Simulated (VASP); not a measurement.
# Ca (Fm-3m) in VASP: further runs

The runs below take Ca through single point, with r2SCAN.

All numbers are computed with VASP 6.6.1; they aren't measurements. Logs are shortened: lines on timing, memory, paths and dates and some standing lists are left out, and cuts for length are marked.

## (1) The cell of the first run

The structure is cubic, space group Fm-3m (No. 225). Conventional cell: a = 5.513 Å, b = 5.513 Å, c = 5.513 Å, α = 90.00°, β = 90.00°, γ = 90.00°. Within 5.1 Å of Ca (site symmetry m-3m) lie 12 Ca at 3.90 Å.

## (2) Single point, r2SCAN (volume scaled by 0.97)

Contents of POSCAR:

```
Ca
1.0
    0.0000000000      2.7562817604      2.7562817604
    2.7562817604      0.0000000000      2.7562817604
    2.7562817604      2.7562817604      0.0000000000
Ca
1
Direct
    0.0000000000      0.0000000000      0.0000000000
```

Contents of INCAR.step1:

```
  ALGO = Normal
  EDIFF = 1E-4
  ENCUT = 520
  GGA = PE
  ISMEAR = 0
  LASPH = T
  LCHARG = F
  LREAL = F
  LWAVE = T
  NBANDS = 11
  NELM = 80
  PREC = Accurate
  SIGMA = 0.1
```

Contents of INCAR.step2:

```
  ALGO = Normal
  EDIFF = 1E-6
  ENCUT = 520
  ISIF = 2
  ISMEAR = 0
  ISTART = 1
  LASPH = T
  LCHARG = F
  LMIXTAU = T
  LREAL = F
  LWAVE = F
  METAGGA = R2SCAN
  NBANDS = 11
  NELM = 80
  PREC = Accurate
  SIGMA = 0.1
```

Contents of KPOINTS:

```
k-points
0
Gamma
  14 14 14
```

Potentials or basis: VASP PAW PBE potentials, release 64 (Ca_sv).

Run with:

```bash
$ cat potpaw_PBE.64/Ca_sv/POTCAR > POTCAR
$ cp INCAR.step1 INCAR
$ mpirun -np 1 vasp_std > vasp.out
$ cp INCAR.step2 INCAR
$ mpirun -np 1 vasp_std > vasp.out
```

OUTCAR:

```text
EDIFF = 1E-6
   ENCUT = 520
   ISIF = 2
   ISMEAR = 0
   ISTART = 1
   LASPH = T
   LREAL = F
   METAGGA = R2SCAN
   NELM = 80
   PREC = Accurate

 ion  position               nearest neighbor table
   1  0.000  0.000  0.000-

  LATTYP: Found a face centered cubic cell.
 ALAT       =     5.5125635208

  Lattice vectors:

 A1 = (   0.0000000000,   2.7562817604,   2.7562817604)
 A2 = (   2.7562817604,   0.0000000000,   2.7562817604)
 A3 = (   2.7562817604,   2.7562817604,   0.0000000000)

Analysis of symmetry for initial positions (statically):
=====================================================================
 Subroutine PRICEL returns:
 Original cell was already a primitive cell.

 Routine SETGRP: Setting up the symmetry group for a
 face centered cubic supercell.

 Subroutine GETGRP returns: Found 48 space group operations
 (whereof 48 operations were pure point group operations)
 out of a pool of 48 trial point group operations.

The static configuration has the point symmetry O_h .

Analysis of symmetry for dynamics (positions and initial velocities):
=====================================================================
 Subroutine PRICEL returns:
 Original cell was already a primitive cell.

 Routine SETGRP: Setting up the symmetry group for a
 face centered cubic supercell.

 Subroutine GETGRP returns: Found 48 space group operations
 (whereof 48 operations were pure point group operations)
 out of a pool of 48 trial point group operations.

The dynamic configuration has the point symmetry O_h .

 Subroutine INISYM returns: Found 48 space group operations
 (whereof 48 operations are pure point group operations),
 and found     1 'primitive' translations

----------------------------------------------------------------------------------------

                                     Primitive cell

  volume of cell :      41.8794

  direct lattice vectors                    reciprocal lattice vectors
     0.000000000  2.756281760  2.756281760    -0.181403805  0.181403805  0.181403805
     2.756281760  0.000000000  2.756281760     0.181403805 -0.181403805  0.181403805
     2.756281760  2.756281760  0.000000000     0.181403805  0.181403805 -0.181403805

  length of vectors
     3.897971047  3.897971047  3.897971047     0.314200608  0.314200608  0.314200608

  position of ions in fractional coordinates (direct lattice)
     0.000000000  0.000000000  0.000000000

  ion indices of the primitive-cell ions
   primitive index   ion index
                 1           1

----------------------------------------------------------------------------------------

 KPOINTS: k-points

Automatic generation of k-mesh.
 Grid dimensions read from file:
 generate k-points for:   14   14   14

 Generating k-lattice:

  Cartesian coordinates                     Fractional coordinates (reciprocal lattice)
    -0.012957415  0.012957415  0.012957415     0.071428571  0.000000000  0.000000000
     0.012957415 -0.012957415  0.012957415     0.000000000  0.071428571  0.000000000
     0.012957415  0.012957415 -0.012957415     0.000000000  0.000000000  0.071428571

  Length of vectors
     0.022442901  0.022442901  0.022442901

  Shift w.r.t. Gamma in fractional coordinates (k-lattice)
     0.000000000  0.000000000  0.000000000

 Subroutine IBZKPT returns following result:
 ===========================================

 Found    104 irreducible k-points:

 Following reciprocal coordinates:
            Coordinates               Weight
  0.000000  0.000000  0.000000      1.000000
  0.071429  0.000000  0.000000      8.000000
  0.142857  0.000000  0.000000      8.000000
  0.214286  0.000000  0.000000      8.000000
  0.285714  0.000000  0.000000      8.000000
  0.357143  0.000000  0.000000      8.000000
[... 16 lines left out ...]
  0.214286  0.142857  0.000000     24.000000
  0.285714  0.142857  0.000000     24.000000
 [... further k-points ...]
   k-points           NKPTS =    104   k-points in BZ     NKDIM =    104   number of bands    NBANDS=     11
   number of dos      NEDOS =    301   number of ions     NIONS =      1
   total plane-waves  NPLWV =  27000
   dimension x,y,z NGX =    30 NGY =   30 NGZ =   30
   dimension x,y,z NGXF=    60 NGYF=   60 NGZF=   60
   ions per type =               1
   NGX,Y,Z   is equivalent  to a cutoff of  12.79, 12.79, 12.79 a.u.
   NGXF,Y,Z  is equivalent  to a cutoff of  25.59, 25.59, 25.59 a.u.
 SYSTEM =  unknown system
   PREC   = accura    normal or accurate (medium, high low for compatibility)
   ISTART =      1    job   : 0-new  1-cont  2-samecut
   ICHARG =      0    charge: 1-file 2-atom 10-const
   ISPIN  =      1    spin polarized calculation?
   LNONCOLLINEAR =      F non collinear calculations
   LSORBIT =      F    spin-orbit coupling
   LASPH  =      T    aspherical Exc in radial PAW
   ENCUT  =  520.0 eV  38.22 Ry    6.18 a.u.   7.25  7.25  7.25*2*pi/ulx,y,z
   NELM   =     80;   NELMIN=  2; NELMDL=  0     # of ELM steps
   EDIFF  = 0.1E-05   stopping-criterion for ELM
   LREAL  =      F    real-space projection
   EDIFFG = 0.1E-04   stopping-criterion for IOM
   NSW    =      0    number of steps for IOM
   IBRION =     -1    ionic relax: 0-MD 1-quasi-New 2-CG
   NFREE  =      0    steps in history (QN), initial steepest desc. (CG)
   ISIF   =      2    stress and relaxation
   ISYM   =      2    0-nonsym 1-usesym 2-fastsym
   POTIM  = 0.5000    time-step for ionic-motion
   TEBEG  =    0.0;   TEEND  =   0.0 temperature during run
   PSTRESS=    0.0 pullay stress
   NELECT =      10.0000    total number of electrons
   NUPDOWN=      -1.0000    fix difference up-down
   EMIN   =  10.00;   EMAX   =-10.00  energy-range for DOS
   EFERMI =   0.00;   METHOD = LEGACY
   ISMEAR =     0;   SIGMA  =   0.10  broadening in eV -4-tet -1-fermi 0-gaus
   EFERMI_NEDOS =   21; number of points for ismear=-14 and -15
   IALGO  =     38    algorithm
   IMIX   =      4    mixing-type and parameters
     AMIX     =   0.40;   BMIX     =  1.00
     AMIX_MAG =   1.60;   BMIX_MAG =  1.00
  volume/ion in A,a.u.               =      41.88       282.62
  Fermi-wavevector in a.u.,A,eV,Ry     =   1.015643  1.919288 14.034836  1.031531
  Thomas-Fermi vector in A             =   2.148941
   LORBIT       =      0    0 simple, 1 ext, 2 COOP (PROOUT), +10 PAW based schemes
   METAGGA = R2SCAN    functional components
   LHFCALC =     F    Hartree Fock is set to
   AEXX    =    0.0000 exact exchange contribution
   IVDW    =     0    specifies the selected vdW correction
   LEPSILON=     F    determine dielectric tensor
   LRPA    =     F    only Hartree local field effects (RPA)
 non-spin polarized calculation
 Gauss-broadening in eV      SIGMA  =   0.10
  energy-cutoff  :      520.00
  volume of cell :       41.88
 maximum number of plane-waves:      1158
 NGX is ok and might be reduce to    30
   NGX = 15   NGY = 15   NGZ = 15

 number of electron      10.0000001 magnetization

 Free energy of the ion-electron system (eV)
  ---------------------------------------------------
  ext. energy  EPLUGINS =         0.00000000
  ---------------------------------------------------
  free energy    TOTEN  =        -7.03202544 eV

  energy without entropy =       -7.02558944  energy(sigma->0) =       -7.02880744

 E-fermi :   2.0180     XC(G=0):  -8.2451

 val. band max:        1.9810691591   @ k =  -0.4286   0.2143   0.0714
 cond. band min:       2.0186079069   @ k =  -0.3571   0.4286   0.1429
 fundamental gap:      0.0375387479
 Fermi energy:         2.0179988532

 k-point     1 :       0.0000    0.0000    0.0000
  band No.  band energies     occupation
      1     -41.7311      2.00000
      2     -21.7582      2.00000
      3     -21.7582      2.00000
      4     -21.7581      2.00000
      5      -2.2746      2.00000
      6       4.7457      0.00000
      7       4.7458      0.00000
      8       4.7458      0.00000
      9       5.8852      0.00000
     10       5.8852      0.00000
     11      11.6625      0.00000

 k-point     2 :       0.0714    0.0000    0.0000
  band No.  band energies     occupation
      1     -41.7303      2.00000
      2     -21.7658      2.00000
      3     -21.7592      2.00000
      4     -21.7591      2.00000
      5      -2.1815      2.00000
      6       4.6355      0.00000
      7       4.7813      0.00000
      8       4.7814      0.00000
      9       5.8521      0.00000
     10       5.8521      0.00000
     11      11.7774      0.00000

 k-point     3 :       0.1429    0.0000    0.0000
  band No.  band energies     occupation
      1     -41.7283      2.00000
      2     -21.7871      2.00000
      3     -21.7620      2.00000
      4     -21.7620      2.00000
      5      -1.9067      2.00000
      6       4.3374      0.00000
      7       4.8613      0.00000
      8       4.8614      0.00000
      9       5.7918      0.00000
     10       5.7918      0.00000
     11      11.7003      0.00000

 k-point     4 :       0.2143    0.0000    0.0000
  band No.  band energies     occupation
      1     -41.7253      2.00000
      2     -21.8175      2.00000
      3     -21.7662      2.00000
      4     -21.7661      2.00000
      5      -1.4640      2.00000
      6       3.9159      0.00000
      7       4.9001      0.00000
      8       4.9001      0.00000
      9       5.8158      0.00000
     10       5.8158      0.00000
     11      10.5874      0.00000

 k-point     5 :       0.2857    0.0000    0.0000
  band No.  band energies     occupation
      1     -41.7219      2.00000
      2     -21.8511      2.00000
      3     -21.7707      2.00000
      4     -21.7707      2.00000
      5      -0.8771      2.00000
      6       3.4164      0.00000
      7       4.8340      0.00000
      8       4.8340      0.00000
      9       6.0025      0.00000
     10       6.0025      0.00000
     11       9.5073      0.00000
[... 211 lines left out ...]
 k-point    21 :      -0.0714    0.0714    0.0000
  band No.  band energies     occupation
      1     -41.7292      2.00000
      2     -21.7763      2.00000
      3     -21.7637      2.00000
      4     -21.7596      2.00000
      5      -2.0279      2.00000
      6       4.4745      0.00000
      7       4.8126      0.00000
      8       4.8478      0.00000
      9       5.7248      0.00000
     10       5.8870      0.00000
     11      11.9177      0.00000

 k-point    22 :       0.1429    0.1429    0.0000
  band No.  band energies     occupation
      1     -41.7273      2.00000
      2     -21.7862      2.00000
      3     -21.7685      2.00000
      4     -21.7684      2.00000
      5      -1.7860      2.00000
      6       4.2561      0.00000
      7       4.9369      0.00000
      8       4.9370      0.00000
      9       5.3915      0.00000
     10       6.0096      0.00000
     11      12.2228      0.00000

 k-point    23 :       0.2143    0.1429    0.0000
  band No.  band energies     occupation
      1     -41.7251      2.00000
      2     -21.8060      2.00000
      3     -21.7736      2.00000
      4     -21.7724      2.00000
      5      -1.4619      2.00000
      6       3.9929      0.00000
      7       4.9322      0.00000
      8       5.0312      0.00000
      9       5.2895      0.00000
     10       6.0729      0.00000
     11      11.5924      0.00000

 k-point    24 :       0.2857    0.1429    0.0000
  band No.  band energies     occupation
      1     -41.7222      2.00000
      2     -21.8333      2.00000
      3     -21.7787      2.00000
      4     -21.7771      2.00000
      5      -0.9807      2.00000
      6       3.6444      0.00000
      7       4.6751      0.00000
      8       5.0632      0.00000
      9       5.5262      0.00000
     10       6.2007      0.00000
     11      10.3667      0.00000

 [... further k-points ...]

------------------------ aborting loop because EDIFF is reached ----------------------------------------

  FORCE on cell =-STRESS in cart. coord.  units (eV):
  Direction    XX          YY          ZZ          XY          YZ          ZX
  --------------------------------------------------------------------------------------
  -------------------------------------------------------------------------------------
  Total        0.1631619      0.1631619      0.1631619     -0.0000000      0.0000000      0.0000000
  in kB        6.2420685      6.2420685      6.2420685     -0.0000000      0.0000000      0.0000000
  external PRESSURE =       6.2420685 kB  Pullay stress =       0.0000000 kB

 VOLUME and BASIS-vectors are now :
 -----------------------------------------------------------------------------
  energy-cutoff  :      520.00
  volume of cell :       41.88
      direct lattice vectors                 reciprocal lattice vectors
     0.000000000  2.756281760  2.756281760    -0.181403805  0.181403805  0.181403805
     2.756281760  0.000000000  2.756281760     0.181403805 -0.181403805  0.181403805
     2.756281760  2.756281760  0.000000000     0.181403805  0.181403805 -0.181403805

 POSITION                                       TOTAL-FORCE (eV/Angst)
 -----------------------------------------------------------------------------------
      0.00000      0.00000      0.00000         0.000000      0.000000      0.000000
 -----------------------------------------------------------------------------------
    total drift:                               -0.000000     -0.000000      0.000000

  FREE ENERGIE OF THE ION-ELECTRON SYSTEM (eV)
  ---------------------------------------------------
  free  energy   TOTEN  =        -7.0320254386 eV

  energy  without entropy=       -7.0255894371  energy(sigma->0) =       -7.02880744
```

Wall time 92 s (1 thread of Intel Xeon 6975P-C (Granite Rapids), shared host); peak memory 0.19 GiB.

Results:

```
Free energy            : -7.0320 eV
Pressure               : 0.6 GPa
Band gap on the k mesh : zero (band 5 reaches 2.23 eV, above the bottom of band 6 at 1.75 eV)
```

Levels at points of the mesh, in eV from the Fermi level:
```csv
k point,band 1,band 2,band 3,band 4,band 5,band 6,band 7,band 8,band 9,band 10
"(0.00, 0.00, 0.00)",-43.75,-23.78,-23.78,-23.78,-4.29,2.73,2.73,2.73,3.87,3.87
"(0.50, 0.00, 0.00)",-43.73,-23.93,-23.80,-23.80,-0.94,-0.27,2.58,2.58,4.60,4.60
"(0.50, 0.50, 0.00)",-43.73,-23.92,-23.83,-23.83,-0.41,0.76,0.97,4.58,4.79,4.79
```

Caveat: the PAW data sets were made with another functional, which shifts forces and pressure a little.

(Part 1 of 2 ends here.)
